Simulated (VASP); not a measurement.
# MgO (P6_3mc) in VASP: a series of runs

The runs below take MgO through single point, with PBE.

All numbers are computed with VASP 6.6.1; they aren't measurements. Logs are shortened: lines on timing, memory, paths and dates and some standing lists are left out, and cuts for length are marked.

## (1) The cell of the first run

Symmetry: P6_3mc, No. 186, hexagonal system. Conventional cell: a = 3.315 Å, b = 3.315 Å, c = 5.122 Å, α = 90.00°, β = 90.00°, γ = 120.00°. Mg (site symmetry 3m) has 4 O at 1.98 to 2.06 Å within 2.6 Å. O (site symmetry 3m) has 4 Mg at 1.98 to 2.06 Å within 2.6 Å.

## (2) Single point, PBE

The input, INCAR:

```
PREC = Accurate ; ENCUT = 520
EDIFF = 1E-6 ; ISMEAR = 0
SIGMA = 0.05 ; LREAL = False
LASPH = True ; NELM = 100
ALGO = Normal ; ISIF = 2
LWAVE = False ; LCHARG = False
GGA = PE ; NBANDS = 16
```

The input, KPOINTS:

```
Automatic mesh
0
Gamma
  9 9 6
```

The input, POSCAR:

```
MgO
1.0
    3.3152853999      0.0000000000      0.0000000000
   -1.6576427000      2.8711213771      0.0000000000
    0.0000000000      0.0000000000      5.1215474299
Mg O
2 2
Direct
    0.3333333333      0.6666666667     -0.0034438731
    0.6666666667      0.3333333333      0.4965561269
    0.3333333333      0.6666666667      0.3982811987
    0.6666666667      0.3333333333      0.8982811987
```

Potentials or basis: VASP PAW PBE potentials, release 64 (Mg, O).

Launch:

```
$ cat potpaw_PBE.64/Mg/POTCAR potpaw_PBE.64/O/POTCAR > POTCAR
$ mpirun -np 1 vasp_std > vasp.out
```

OUTCAR:

```text
PREC = Accurate
   ENCUT = 520
   EDIFF = 1E-6
   ISMEAR = 0
   LREAL = False
   LASPH = True
   NELM = 100
   ISIF = 2
   GGA = PE

 ion  position               nearest neighbor table
   1  0.333  0.667  0.997-   4 1.98   4 1.98   4 1.98   3 2.06   2 3.20   2 3.20   2 3.20   2 3.20
                             2 3.20   2 3.20
   2  0.667  0.333  0.497-   3 1.98   3 1.98   3 1.98   4 2.06   1 3.20   1 3.20   1 3.20   1 3.20
                             1 3.20   1 3.20
   3  0.333  0.667  0.398-   2 1.98   2 1.98   2 1.98   1 2.06
   4  0.667  0.333  0.898-   1 1.98   1 1.98   1 1.98   2 2.06

  LATTYP: Found a hexagonal cell.
 ALAT       =     3.3152853999
 C/A-ratio  =     1.5448285176

  Lattice vectors:

 A1 = (   3.3152853999,   0.0000000000,   0.0000000000)
 A2 = (  -1.6576427000,   2.8711213771,   0.0000000000)
 A3 = (   0.0000000000,   0.0000000000,   5.1215474299)

Analysis of symmetry for initial positions (statically):
=====================================================================
 Subroutine PRICEL returns:
 Original cell was already a primitive cell.

 Routine SETGRP: Setting up the symmetry group for a
 hexagonal supercell.

 Subroutine GETGRP returns: Found 12 space group operations
 (whereof  6 operations were pure point group operations)
 out of a pool of 24 trial point group operations.

The static configuration has the point symmetry C_3v.
 The point group associated with its full space group is C_6v.

Analysis of symmetry for dynamics (positions and initial velocities):
=====================================================================
 Subroutine PRICEL returns:
 Original cell was already a primitive cell.

 Routine SETGRP: Setting up the symmetry group for a
 hexagonal supercell.

 Subroutine GETGRP returns: Found 12 space group operations
 (whereof  6 operations were pure point group operations)
 out of a pool of 24 trial point group operations.

The dynamic configuration has the point symmetry C_3v.
 The point group associated with its full space group is C_6v.

 Subroutine INISYM returns: Found 12 space group operations
 (whereof  6 operations are pure point group operations),
 and found     1 'primitive' translations

----------------------------------------------------------------------------------------

                                     Primitive cell

  volume of cell :      48.7499

  direct lattice vectors                    reciprocal lattice vectors
     3.315285400  0.000000000  0.000000000     0.301633157  0.174147984  0.000000000
    -1.657642700  2.871121377  0.000000000     0.000000000  0.348295968  0.000000000
     0.000000000  0.000000000  5.121547430     0.000000000  0.000000000  0.195253488

  length of vectors
     3.315285400  3.315285400  5.121547430     0.348295968  0.348295968  0.195253488

  position of ions in fractional coordinates (direct lattice)
     0.333333333  0.666666667  0.996556127
     0.666666667  0.333333333  0.496556127
     0.333333333  0.666666667  0.398281199
     0.666666667  0.333333333  0.898281199

  ion indices of the primitive-cell ions
   primitive index   ion index
                 1           1
                 2           2
                 3           3
                 4           4

----------------------------------------------------------------------------------------

 KPOINTS: Automatic mesh

Automatic generation of k-mesh.
 Grid dimensions read from file:
 generate k-points for:    9    9    6

 Generating k-lattice:

  Cartesian coordinates                     Fractional coordinates (reciprocal lattice)
     0.033514795  0.019349776  0.000000000     0.111111111  0.000000000  0.000000000
     0.000000000  0.038699552  0.000000000     0.000000000  0.111111111  0.000000000
     0.000000000  0.000000000  0.032542248     0.000000000  0.000000000  0.166666667

  Length of vectors
     0.038699552  0.038699552  0.032542248

  Shift w.r.t. Gamma in fractional coordinates (k-lattice)
     0.000000000  0.000000000  0.000000000

 Subroutine IBZKPT returns following result:
 ===========================================

 Found     48 irreducible k-points:

 Following reciprocal coordinates:
            Coordinates               Weight
  0.000000  0.000000  0.000000      1.000000
  0.111111 -0.000000  0.000000      6.000000
  0.222222  0.000000  0.000000      6.000000
  0.333333 -0.000000  0.000000      6.000000
  0.444444  0.000000  0.000000      6.000000
  0.111111  0.111111  0.000000      6.000000
[... 16 lines left out ...]
  0.333333  0.222222  0.166667     24.000000
  0.333333  0.333333  0.166667      4.000000
 [... further k-points ...]
   k-points           NKPTS =     48   k-points in BZ     NKDIM =     48   number of bands    NBANDS=     16
   number of dos      NEDOS =    301   number of ions     NIONS =      4
   total plane-waves  NPLWV =  31360
   dimension x,y,z NGX =    28 NGY =   28 NGZ =   40
   dimension x,y,z NGXF=    56 NGYF=   56 NGZF=   80
   ions per type =               2   2
   NGX,Y,Z   is equivalent  to a cutoff of  14.04, 14.04, 12.98 a.u.
   NGXF,Y,Z  is equivalent  to a cutoff of  28.08, 28.08, 25.97 a.u.
 SYSTEM =  unknown system
   PREC   = accura    normal or accurate (medium, high low for compatibility)
   ISTART =      0    job   : 0-new  1-cont  2-samecut
   ICHARG =      2    charge: 1-file 2-atom 10-const
   ISPIN  =      1    spin polarized calculation?
   LNONCOLLINEAR =      F non collinear calculations
   LSORBIT =      F    spin-orbit coupling
   LASPH  =      T    aspherical Exc in radial PAW
   ENCUT  =  520.0 eV  38.22 Ry    6.18 a.u.   6.16  6.16  9.52*2*pi/ulx,y,z
   NELM   =    100;   NELMIN=  2; NELMDL= -5     # of ELM steps
   EDIFF  = 0.1E-05   stopping-criterion for ELM
   LREAL  =      F    real-space projection
   EDIFFG = 0.1E-04   stopping-criterion for IOM
   NSW    =      0    number of steps for IOM
   IBRION =     -1    ionic relax: 0-MD 1-quasi-New 2-CG
   NFREE  =      0    steps in history (QN), initial steepest desc. (CG)
   ISIF   =      2    stress and relaxation
   ISYM   =      2    0-nonsym 1-usesym 2-fastsym
   POTIM  = 0.5000    time-step for ionic-motion
   TEBEG  =    0.0;   TEEND  =   0.0 temperature during run
   PSTRESS=    0.0 pullay stress
   NELECT =      16.0000    total number of electrons
   NUPDOWN=      -1.0000    fix difference up-down
   EMIN   =  10.00;   EMAX   =-10.00  energy-range for DOS
   EFERMI =   0.00;   METHOD = LEGACY
   ISMEAR =     0;   SIGMA  =   0.05  broadening in eV -4-tet -1-fermi 0-gaus
   EFERMI_NEDOS =   21; number of points for ismear=-14 and -15
   IALGO  =     38    algorithm
   IMIX   =      4    mixing-type and parameters
     AMIX     =   0.40;   BMIX     =  1.00
     AMIX_MAG =   1.60;   BMIX_MAG =  1.00
  volume/ion in A,a.u.               =      12.19        82.25
  Fermi-wavevector in a.u.,A,eV,Ry     =   1.129250  2.133974 17.350238  1.275207
  Thomas-Fermi vector in A             =   2.265943
   LORBIT       =      0    0 simple, 1 ext, 2 COOP (PROOUT), +10 PAW based schemes
   GGA     = PE    functional components
   LHFCALC =     F    Hartree Fock is set to
   AEXX    =    0.0000 exact exchange contribution
   IVDW    =     0    specifies the selected vdW correction
   LEPSILON=     F    determine dielectric tensor
   LRPA    =     F    only Hartree local field effects (RPA)
 non-spin polarized calculation
 Gauss-broadening in eV      SIGMA  =   0.05
  energy-cutoff  :      520.00
  volume of cell :       48.75
 maximum number of plane-waves:      1339
 NGX is ok and might be reduce to    28

 number of electron      16.0000002 magnetization

 Free energy of the ion-electron system (eV)
  ---------------------------------------------------
  ext. energy  EPLUGINS =         0.00000000
  ---------------------------------------------------
  free energy    TOTEN  =       -23.51981514 eV

  energy without entropy =      -23.51981514  energy(sigma->0) =      -23.51981514

 E-fermi :   1.1751     XC(G=0):  -9.6057

 val. band max:        0.9542921610   @ k =   0.0000   0.0000   0.0000
 cond. band min:       4.2728513876   @ k =   0.0000   0.0000   0.0000
 fundamental gap:      3.3185592266
 Fermi energy:         1.1750716652

 k-point     1 :       0.0000    0.0000    0.0000
  band No.  band energies     occupation
      1     -15.1893      2.00000
      2     -14.4707      2.00000
      3      -2.2381      2.00000
      4       0.2499      2.00000
      5       0.2499      2.00000
      6       0.5505      2.00000
[... 8 lines left out ...]
     15      17.2270      0.00000
     16      17.2270      0.00000

 k-point     2 :       0.1111   -0.0000    0.0000
  band No.  band energies     occupation
      1     -15.1302      2.00000
      2     -14.4487      2.00000
      3      -2.1184      2.00000
      4      -0.0538      2.00000
      5       0.1727      2.00000
      6       0.1833      2.00000
[... 8 lines left out ...]
     15      16.8715      0.00000
     16      17.2360      0.00000

 k-point     3 :       0.2222    0.0000    0.0000
  band No.  band energies     occupation
      1     -14.9725      2.00000
      2     -14.3976      2.00000
      3      -1.7808      2.00000
      4      -0.8452      2.00000
      5      -0.3754      2.00000
      6       0.0085      2.00000
[... 8 lines left out ...]
     15      15.6515      0.00000
     16      16.2509      0.00000

 k-point     4 :       0.3333   -0.0000    0.0000
  band No.  band energies     occupation
      1     -14.7696      2.00000
      2     -14.3559      2.00000
      3      -1.5896      2.00000
      4      -1.2887      2.00000
      5      -0.8749      2.00000
      6      -0.1513      2.00000
[... 8 lines left out ...]
     15      15.2119      0.00000
     16      16.4011      0.00000
[... 324 lines left out ...]
 k-point    22 :       0.2222    0.2222    0.1667
  band No.  band energies     occupation
      1     -14.6475      2.00000
      2     -14.3677      2.00000
      3      -1.6029      2.00000
      4      -1.4458      2.00000
      5      -0.5278      2.00000
      6      -0.4454      2.00000
[... 8 lines left out ...]
     15      14.3850      0.00000
     16      17.1648      0.00000

 k-point    23 :       0.3333    0.2222    0.1667
  band No.  band energies     occupation
      1     -14.5124      2.00000
      2     -14.3751      2.00000
      3      -1.7862      2.00000
      4      -1.2885      2.00000
      5      -0.8528      2.00000
      6      -0.2682      2.00000
[... 8 lines left out ...]
     15      14.2040      0.00000
     16      17.1082      0.00000

 k-point    24 :       0.3333    0.3333    0.1667
  band No.  band energies     occupation
      1     -14.4218      2.00000
      2     -14.4218      2.00000
      3      -1.6206      2.00000
      4      -1.1663      2.00000
      5      -1.1663      2.00000
      6      -0.4559      2.00000
[... 8 lines left out ...]
     15      14.1704      0.00000
     16      17.9787      0.00000

 [... further k-points ...]

------------------------ aborting loop because EDIFF is reached ----------------------------------------

  FORCE on cell =-STRESS in cart. coord.  units (eV):
  Direction    XX          YY          ZZ          XY          YZ          ZX
  --------------------------------------------------------------------------------------
  -------------------------------------------------------------------------------------
  Total        0.2584249      0.2584249     -0.9888560     -0.0000000      0.0000000      0.0000000
  in kB        8.4931973      8.4931973    -32.4989981     -0.0000000      0.0000000      0.0000000
  external PRESSURE =      -5.1708678 kB  Pullay stress =       0.0000000 kB

 VOLUME and BASIS-vectors are now :
 -----------------------------------------------------------------------------
  energy-cutoff  :      520.00
  volume of cell :       48.75
      direct lattice vectors                 reciprocal lattice vectors
     3.315285400  0.000000000  0.000000000     0.301633157  0.174147984  0.000000000
    -1.657642700  2.871121377  0.000000000     0.000000000  0.348295968  0.000000000
     0.000000000  0.000000000  5.121547430     0.000000000  0.000000000  0.195253488

 POSITION                                       TOTAL-FORCE (eV/Angst)
 -----------------------------------------------------------------------------------
     -0.00000      1.91408      5.10391         0.000000     -0.000000      0.283166
      1.65764      0.95704      2.54314        -0.000000      0.000000      0.283166
     -0.00000      1.91408      2.03982         0.000000     -0.000000     -0.283166
      1.65764      0.95704      4.60059        -0.000000      0.000000     -0.283166
 -----------------------------------------------------------------------------------
    total drift:                               -0.000000     -0.000000     -0.001431

  FREE ENERGIE OF THE ION-ELECTRON SYSTEM (eV)
  ---------------------------------------------------
  free  energy   TOTEN  =       -23.5198151361 eV

  energy  without entropy=      -23.5198151361  energy(sigma->0) =      -23.51981514
```

Wall time 55 s (1 thread of Intel Xeon 8259CL, shared host); peak memory 0.19 GiB.

What came out:

```yaml
Free_energy: -23.5198 eV
Pressure: -0.5 GPa
Largest_force: 0.283 eV/Å
Band_gap_on_the_k_mesh: 3.32 eV
```

Forces on the atoms (eV/Å):
```
Mg   0.000  0.000  0.283
Mg   0.000  0.000  0.283
O    0.000  0.000 -0.283
O    0.000  0.000 -0.283
```

Caveat: an odd mesh through Γ misses points on the zone boundary, where band edges can lie.

## (3) Single point, PBE

This run uses another cell than the first one, of the same volume but with other edges.

The input, INCAR:

```
PREC = Accurate
ENCUT = 520
EDIFF = 1E-6
ISMEAR = 0
SIGMA = 0.05
LREAL = F
LASPH = T
NELM = 60
ALGO = Normal
ISIF = 2
LWAVE = F
LCHARG = T
GGA = PE
LELF = T
LVHAR = T
NBANDS = 16
```

KPOINTS is that of step 2.

The input, POSCAR:

```
MgO
1.0
    3.4772157108      0.0000000000      0.0000000000
   -1.7386078554      3.0113571399      0.0000000000
    0.0000000000      0.0000000000      4.6556441151
Mg O
2 2
Direct
    0.3333333333      0.6666666667     -0.0034438731
    0.6666666667      0.3333333333      0.4965561269
    0.3333333333      0.6666666667      0.3982811987
    0.6666666667      0.3333333333      0.8982811987
```

Potentials or basis: VASP PAW PBE potentials, release 64 (Mg, O).

Launch:

```
$ cat potpaw_PBE.64/Mg/POTCAR potpaw_PBE.64/O/POTCAR > POTCAR
$ mpirun -np 1 vasp_std > vasp.out
```

It took 52 s on 1 thread of Intel Xeon 8259CL, shared host; peak memory 0.19 GiB.

Results (log left out):

- Free energy: -23.2684 eV
- Pressure: -0.1 GPa
- Largest force: 1.451 eV/Å
- Band gap on the k mesh: 3.15 eV

Forces in eV/Å, atoms in the order of the input:
```
Mg   0.000  0.000 -1.451
Mg   0.000  0.000 -1.451
O    0.000  0.000  1.451
O    0.000  0.000  1.451
```

Stress tensor (GPa, compression positive):
```
-7.61  0.00  0.00
 0.00 -7.61  0.00
 0.00  0.00 14.94
```

Levels at points of the mesh, in eV from the valence-band top:
| k point | band 6 | band 7 | band 8 | band 9 | band 10 | band 11 |
| --- | --- | --- | --- | --- | --- | --- |
| (0.00, 0.00, 0.00) | -0.54 | -0.54 | 0.00 | 3.15 | 8.15 | 10.72 |
| (0.00, 0.00, 0.50) | -0.82 | -0.82 | -0.82 | 5.74 | 5.74 | 13.23 |

Caveat: an odd mesh through Γ misses points on the zone boundary, where band edges can lie; forces of over 1 eV/Å act on the atoms, so gaps and moduli don't describe the material at rest.
